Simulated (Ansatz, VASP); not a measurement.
One calculation of Cr, two programs

The input INCAR:

```
ALGO = Normal ; EDIFF = 1E-7
ENCUT = 520 ; GGA = PE
ISIF = 2 ; ISMEAR = 1
LASPH = True ; LCHARG = True
LELF = True ; LREAL = False
LVHAR = True ; LWAVE = False
NBANDS = 12 ; NELM = 80
PREC = Accurate ; SIGMA = 0.3
```

File KPOINTS:

```
k-points
0
Gamma
  15 15 15
```

The input POSCAR:

```
Cr
1.0
   -1.4243177237      1.4243177237      1.4243177237
    1.4243177237     -1.4243177237      1.4243177237
    1.4243177237      1.4243177237     -1.4243177237
Cr
1
Direct
    0.0000000000      0.0000000000      0.0000000000
```

Input for Ansatz:

```yaml
crystal:
  lattice:
    - [-1.4243177237, 1.4243177237, 1.4243177237]
    - [1.4243177237, -1.4243177237, 1.4243177237]
    - [1.4243177237, 1.4243177237, -1.4243177237]
  atoms:
    - { symbol: Cr, position: [0.0, 0.0, 0.0] }
hamiltonian:
  xc: pbe
  pseudopotentials:
    kind: paw
    azcp:
      Cr: "pseudopotentials/Cr.paw.azcp"
basis:
  ecutwfc: 420
  fft_grid_basis: typed
kpoints:
  mp_grid: { grid: [15, 15, 15], shift: [0, 0, 0] }
magnetization:
  spin_polarized: false
scf:
  occupations: { method: methfessel_paxton, width: 0.3 }
  lower_state_search: "off"
output:
  stress: true
```

Alike in both runs: task single point; functional PBE; k mesh 15 × 15 × 15; occupations methfessel-paxton of order 1, width 0.3 eV; no spin polarisation.

|  | VASP | Ansatz |
| --- | --- | --- |
| version | VASP 6.6.1 | Ansatz 0.2.0 |
| potentials or method | VASP PAW PBE potentials, release 64 (Cr_pv), cutoff 520 eV | plane waves (420 eV) with PAW, scalar-relativistic |
| valence electrons in the cell | 12 | 14 |

VASP gave:

- pressure (GPa): -0.7

Task: What did Ansatz give for the same quantities?

Result: Pressure (GPa): -0.2.

VASP's potentials hold 12 valence electrons a cell and Ansatz's 14, so a difference there can come from the potentials and not from the codes.
